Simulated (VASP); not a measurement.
The system is Te.

```
CELL_PARAMETERS angstrom
4.45400 0.00000 0.00000
-2.22700 3.85728 0.00000
0.00000 0.00000 5.92400
ATOMIC_POSITIONS crystal
Te 0.73100 0.73100 0.00000
Te 0.00000 0.26900 0.66667
Te 0.26900 0.00000 0.33333
```

| Quantity | Value |
| --- | --- |
| Program | VASP 6.6.1 |
| Task | relaxation of cell and atoms |
| Functional | RPBE |
| Dispersion | D4 |
| Potentials or basis | VASP PAW PBE potentials, release 64 (Te) |
| Cutoff | 600 eV |
| k mesh | 7 × 7 × 5 |
| Occupations | fermi-dirac, width 0.05 eV |
| Spin | no spin polarisation |

At the start: pressure -1.9 GPa; volume 33.93 Å³/atom.

How do energy, volume and symmetry change on relaxing?

Over 9 steps the energy falls by 36.8 meV/atom and the volume is 30.75 Å³/atom (-9.4 %); space group P3_121 (No. 152, to 0.1 Å) before and after.

Step by step:
```
step  energy change (eV)  largest force (eV/Å)  pressure (GPa)  volume (Å³)
   1              0.0000                0.2020           -1.86       101.78
   2             -0.0368                0.4471            0.68        96.07
   3             -0.0370                0.4333            0.52        96.38
   4             -0.0739                0.3102            0.52        94.61
   5             -0.1044                0.0915            1.08        90.62
   6             -0.0983                0.0743           -1.45        94.31
   7             -0.1098                0.0205            0.00        92.09
   8             -0.1102                0.0148            0.00        92.15
   9             -0.1105                0.0064            0.00        92.24
```

Final structure:
```xyz
3
Lattice="4.2117 0.0000 0.0000 -2.1059 3.6474 0.0000 0.0000 0.0000 6.0044" Properties=species:S:1:pos:R:3 pbc="T T T"
Te    1.4897    2.5803    6.0044
Te   -0.6161    1.0671    4.0029
Te    1.2322    0.0000    2.0015
```

Caveat: the PAW data sets were made with another functional, which shifts forces and pressure a little.
